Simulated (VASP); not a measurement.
# Ca (P6_3/mmc) in VASP: single point with PBE

Aim: the single point of Ca with PBE.

All numbers are computed with VASP 6.6.1; they aren't measurements. Logs are shortened: lines on timing, memory, paths and dates and some standing lists are left out, and cuts for length are marked.

**1. The cell of the first run**

Symmetry: P6_3/mmc, No. 194, hexagonal system. Conventional cell: a = 3.905 Å, b = 3.905 Å, c = 6.416 Å, α = 90.00°, β = 90.00°, γ = 120.00°. Within 5.1 Å of Ca (site symmetry -6m2) lie 12 Ca at 3.91 to 3.92 Å.

This isn't the form of Ca at room conditions, which is fcc.

**2. Single point, PBE**

POSCAR reads:

```
Ca
1.0
    3.9054038159      0.0000000000      0.0000000000
   -1.9527019080      3.3821789166      0.0000000000
    0.0000000000      0.0000000000      6.4163067814
Ca
2
Direct
    0.3333333333      0.6666666667      0.2500000000
    0.6666666667      0.3333333333      0.7500000000
```

INCAR.step1 reads:

```
PREC     = Accurate       # precision mode
ENCUT    = 520            # plane-wave cutoff, eV
EDIFF    = 1E-6           # SCF threshold, eV
ISMEAR   = 0              # smearing method
SIGMA    = 0.1            # smearing width, eV
LREAL    = F              # projectors in reciprocal space
LASPH    = T              # aspherical terms in the spheres
NELM     = 80             # most SCF steps
ALGO     = Fast           # electronic algorithm
ISIF     = 2              # what is computed and relaxed
LWAVE    = F              # write WAVECAR
LCHARG   = T              # write CHGCAR
GGA      = PE             # functional
NBANDS   = 17             # bands
```

KPOINTS.step1 reads:

```
Automatic mesh
0
Gamma
  12 12 8
```

INCAR.step2 reads:

```
PREC     = Accurate       # precision mode
ENCUT    = 520            # plane-wave cutoff, eV
EDIFF    = 1E-6           # SCF threshold, eV
ISMEAR   = -5             # smearing method
SIGMA    = 0.1            # smearing width, eV
LREAL    = F              # projectors in reciprocal space
LASPH    = T              # aspherical terms in the spheres
NELM     = 80             # most SCF steps
ALGO     = Fast           # electronic algorithm
ISIF     = 2              # what is computed and relaxed
LWAVE    = F              # write WAVECAR
LCHARG   = F              # write CHGCAR
GGA      = PE             # functional
LORBIT   = 11             # projections on sites
NEDOS    = 1001           # points of the DOS
ICHARG   = 11             # starting density
```

KPOINTS.step2 reads:

```
Automatic mesh
0
Gamma
  18 18 12
```

Potentials or basis: VASP PAW PBE potentials, release 64 (Ca_sv).

On the command line:

```sh
cat potpaw_PBE.64/Ca_sv/POTCAR > POTCAR
cp INCAR.step1 INCAR
cp KPOINTS.step1 KPOINTS
mpirun -np 1 vasp_std > vasp.out
cp INCAR.step2 INCAR
cp KPOINTS.step2 KPOINTS
mpirun -np 1 vasp_std > vasp.out
```

OUTCAR:

```text
PREC = Accurate
   ENCUT = 520
   EDIFF = 1E-6
   ISMEAR = -5
   LREAL = F
   LASPH = T
   NELM = 80
   ISIF = 2
   GGA = PE
   LORBIT = 11
   ICHARG = 11

 ion  position               nearest neighbor table
   1  0.333  0.667  0.250-
   2  0.667  0.333  0.750-

  LATTYP: Found a hexagonal cell.
 ALAT       =     3.9054038159
 C/A-ratio  =     1.6429304328

  Lattice vectors:

 A1 = (   3.9054038159,   0.0000000000,   0.0000000000)
 A2 = (  -1.9527019080,   3.3821789166,   0.0000000000)
 A3 = (   0.0000000000,   0.0000000000,   6.4163067814)

Analysis of symmetry for initial positions (statically):
=====================================================================
 Subroutine PRICEL returns:
 Original cell was already a primitive cell.

 Routine SETGRP: Setting up the symmetry group for a
 hexagonal supercell.

 Subroutine GETGRP returns: Found 24 space group operations
 (whereof 12 operations were pure point group operations)
 out of a pool of 24 trial point group operations.

The static configuration has the point symmetry D_3d.
 The point group associated with its full space group is D_6h.

Analysis of symmetry for dynamics (positions and initial velocities):
=====================================================================
 Subroutine PRICEL returns:
 Original cell was already a primitive cell.

 Routine SETGRP: Setting up the symmetry group for a
 hexagonal supercell.

 Subroutine GETGRP returns: Found 24 space group operations
 (whereof 12 operations were pure point group operations)
 out of a pool of 24 trial point group operations.

The dynamic configuration has the point symmetry D_3d.
 The point group associated with its full space group is D_6h.

 Subroutine INISYM returns: Found 24 space group operations
 (whereof 12 operations are pure point group operations),
 and found     1 'primitive' translations

----------------------------------------------------------------------------------------

                                     Primitive cell

  volume of cell :      84.7515

  direct lattice vectors                    reciprocal lattice vectors
     3.905403816  0.000000000  0.000000000     0.256055468  0.147833693  0.000000000
    -1.952701908  3.382178917  0.000000000     0.000000000  0.295667386  0.000000000
[... 103 lines left out ...]
   EFERMI_NEDOS =   21; number of points for ismear=-14 and -15
   IALGO  =     68    algorithm
   IMIX   =      4    mixing-type and parameters
     AMIX     =   0.40;   BMIX     =  1.00
     AMIX_MAG =   1.60;   BMIX_MAG =  1.00
  volume/ion in A,a.u.               =      42.38       285.97
  Fermi-wavevector in a.u.,A,eV,Ry     =   1.011662  1.911765 13.925030  1.023461
  Thomas-Fermi vector in A             =   2.144725
   LORBIT       =     11    0 simple, 1 ext, 2 COOP (PROOUT), +10 PAW based schemes
   GGA     = PE    functional components
   LHFCALC =     F    Hartree Fock is set to
   AEXX    =    0.0000 exact exchange contribution
   IVDW    =     0    specifies the selected vdW correction
   LEPSILON=     F    determine dielectric tensor
   LRPA    =     F    only Hartree local field effects (RPA)
 non-spin polarized calculation
 RMM-DIIS sequential band-by-band and
 Fermi weights with tetrahedron method with Bloechl corrections
  energy-cutoff  :      520.00
  volume of cell :       84.75
 maximum number of plane-waves:      2303
 NGX is ok and might be reduce to    30

 number of electron      19.9999992 magnetization

 Free energy of the ion-electron system (eV)
  ---------------------------------------------------
  ext. energy  EPLUGINS =         0.00000000
  ---------------------------------------------------
  free energy    TOTEN  =        -3.85316980 eV

  energy without entropy =       -3.85316980  energy(sigma->0) =       -3.85316980

 E-fermi :   2.0105     XC(G=0):  -7.7219

 val. band max:        2.0419162479   @ k =   0.2778   0.2222   0.1667
 cond. band min:       1.9193322773   @ k =   0.3333   0.3333   0.2500
 fundamental gap:     -0.1225839706
 Fermi energy:         2.0104579996

 k-point     1 :       0.0000    0.0000    0.0000
  band No.  band energies     occupation
      1     -40.0697      2.00000
      2     -40.0567      2.00000
      3     -21.1170      2.00000
      4     -21.0082      2.00000
      5     -21.0082      2.00000
      6     -20.9899      2.00000
      7     -20.9899      2.00000
      8     -20.9830      2.00000
      9      -2.0767      2.00000
     10       0.9315      2.00000
     11       1.7548      2.00000
     12       4.2394      0.00000
     13       4.2704      0.00000
     14       4.2743      0.00000
[... 377 lines left out ...]
      1     -40.0562      2.00000
      2     -40.0520      2.00000
      3     -21.1080      2.00000
      4     -21.0885      2.00000
      5     -21.0576      2.00000
      6     -21.0452      2.00000
      7     -21.0169      2.00000
      8     -21.0139      2.00000
      9       0.6105      2.00000
     10       1.7065      2.11229
     11       2.2232      0.00000
     12       2.3560      0.00000
     13       3.4124      0.00000
     14       3.9709      0.00000

 [... further k-points ...]

------------------------ aborting loop because EDIFF is reached ----------------------------------------

  FORCE on cell =-STRESS in cart. coord.  units (eV):
  Direction    XX          YY          ZZ          XY          YZ          ZX
  --------------------------------------------------------------------------------------
  -------------------------------------------------------------------------------------
  Total       -0.0432284     -0.0432284      0.0190386      0.0000000     -0.0000000      0.0000000
  in kB       -0.8172072     -0.8172072      0.3599136      0.0000000     -0.0000000      0.0000000
  external PRESSURE =      -0.4248336 kB  Pullay stress =       0.0000000 kB

 VOLUME and BASIS-vectors are now :
 -----------------------------------------------------------------------------
  energy-cutoff  :      520.00
  volume of cell :       84.75
      direct lattice vectors                 reciprocal lattice vectors
     3.905403816  0.000000000  0.000000000     0.256055468  0.147833693  0.000000000
    -1.952701908  3.382178917  0.000000000     0.000000000  0.295667386  0.000000000
     0.000000000  0.000000000  6.416306781     0.000000000  0.000000000  0.155852897

 POSITION                                       TOTAL-FORCE (eV/Angst)
 -----------------------------------------------------------------------------------
     -0.00000      2.25479      1.60408        -0.000000     -0.000000     -0.000000
      1.95270      1.12739      4.81223         0.000000      0.000000      0.000000
 -----------------------------------------------------------------------------------
    total drift:                               -0.000000      0.000000      0.000000

  FREE ENERGIE OF THE ION-ELECTRON SYSTEM (eV)
  ---------------------------------------------------
  free  energy   TOTEN  =        -3.8531697984 eV

  energy  without entropy=       -3.8531697984  energy(sigma->0) =       -3.85316980

 total charge

# of ion       s       p       d       tot
------------------------------------------
    1        2.086   5.831   0.159   8.076
    2        2.086   5.831   0.159   8.076
--------------------------------------------------
tot          4.172  11.662   0.318  16.152
```

OUTCAR.step1:

```text
PREC = Accurate
   ENCUT = 520
   EDIFF = 1E-6
   ISMEAR = 0
   LREAL = F
   LASPH = T
[... 705 lines left out ...]
 -----------------------------------------------------------------------------------
     -0.00000      2.25479      1.60408        -0.000000      0.000000     -0.000000
      1.95270      1.12739      4.81223         0.000000     -0.000000      0.000000
 -----------------------------------------------------------------------------------
    total drift:                               -0.000000      0.000000      0.000000

  FREE ENERGIE OF THE ION-ELECTRON SYSTEM (eV)
  ---------------------------------------------------
  free  energy   TOTEN  =        -3.8579218908 eV

  energy  without entropy=       -3.8477675977  energy(sigma->0) =       -3.85284474
```

Run time: 9.9 min. Hardware: 1 thread of Oxide Virtual Turin-like, shared host; peak memory 0.37 GiB.

Results:

| Item | Value |
| --- | --- |
| Valence electrons inside the program's atomic spheres | Ca 8.08 |

Levels at points of the mesh, in eV from the Fermi level:
```csv
k point,band 6,band 7,band 8,band 9,band 10,band 11,band 12,band 13,band 14
"(0.00, 0.00, 0.00)",-23.00,-23.00,-22.99,-4.09,-1.08,-0.26,2.23,2.26,2.26
"(0.50, 0.00, 0.00)",-23.05,-23.02,-23.02,-1.14,-0.72,0.19,0.35,1.34,1.88
"(0.00, 0.00, 0.50)",-23.01,-23.01,-23.01,-3.08,-3.08,1.35,1.35,2.25,2.25
"(0.50, 0.00, 0.50)",-23.04,-23.03,-23.03,-0.72,-0.72,0.07,0.07,1.42,1.42
```

Caveat: tetrahedron occupations give inexact forces and stress in metals.
